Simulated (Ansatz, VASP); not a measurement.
# Sn3TeW: VASP beside Ansatz

```
Sn Te W
1.0
     6.00479    0.00000    0.00000
    -3.00240    5.20030    0.00000
     0.00000    0.00000    5.28075
Sn Te W
3 1 1
Direct
  0.50000 0.00000 0.50000
  0.00000 0.50000 0.50000
  0.50000 0.50000 0.50000
  0.00000 0.00000 0.00000
  0.00000 0.00000 0.50000
```

Alike in both runs: functional PBE; k mesh 6 × 6 × 8; occupations gaussian, width 0.1 eV; no spin polarisation.

Ansatz relaxed the structure, and its values are those at the end. VASP's run is a single point on that final structure, the one shown.

|  | VASP | Ansatz |
| --- | --- | --- |
| version | VASP 6.6.1 | Ansatz 0.2.0 |
| potentials or method | VASP PAW PBE potentials, release 64 (Sn_d, Te, W_sv), cutoff 520 eV | scalar-relativistic, plane waves, PAW |
| valence electrons in the cell | 62 | 72 |

|  | VASP | Ansatz | Ansatz less VASP |
| --- | --- | --- | --- |
| gap on the k mesh at the Fermi level (eV) | none | none | - |
| pressure (GPa) | 0.0 | 0.0 | +0.03 |

A gap of «none» marks a metal or a gap that the smearing closes. VASP's potentials hold 62 valence electrons a cell and Ansatz's 72, so a difference there can come from the potentials and not from the codes.

Spin-orbit coupling is off throughout.
